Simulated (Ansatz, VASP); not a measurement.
**One calculation of KTa, two programs**

```
K Ta
1.0
     4.75125    0.00000    0.00000
     0.00000    2.93321    0.00000
     0.00000    0.00000    9.83825
K Ta
2 2
Direct
  0.75000 0.00000 0.69978
  0.25000 0.00000 0.30022
  0.75000 0.50000 0.04771
  0.25000 0.50000 0.95229
```

Alike in both runs: functional PBE; k mesh 4 × 6 × 4; occupations gaussian, width 0.1 eV; no spin polarisation.

Ansatz relaxed the structure, and its values are those at the end. VASP's run is a single point on that final structure, the one shown.

```csv
,VASP,Ansatz
version,VASP 6.6.1,Ansatz 0.2.0
potentials or method,"VASP PAW PBE potentials, release 64 (K_sv, Ta_pv), cutoff 520 eV","scalar-relativistic, plane waves, PAW"
valence electrons in the cell,40,44
```

VASP gave:

```
gap on the k mesh at the Fermi level (eV) : none
pressure (GPa)                            : 0.1
rms of the force components (eV/Å)        : 0.012
```

Task: Estimate Ansatz's values.

Result: gap on the k mesh at the Fermi level (eV): none; pressure (GPa): 0.0; rms of the force components (eV/Å): 0.004.

A gap of «none» marks a metal or a gap that the smearing closes. The functional is the same, so the differences come from potentials, cutoffs and numerics. VASP's potentials hold 40 valence electrons a cell and Ansatz's 44, so a difference there can come from the potentials and not from the codes.

Neither program's run includes spin-orbit coupling.
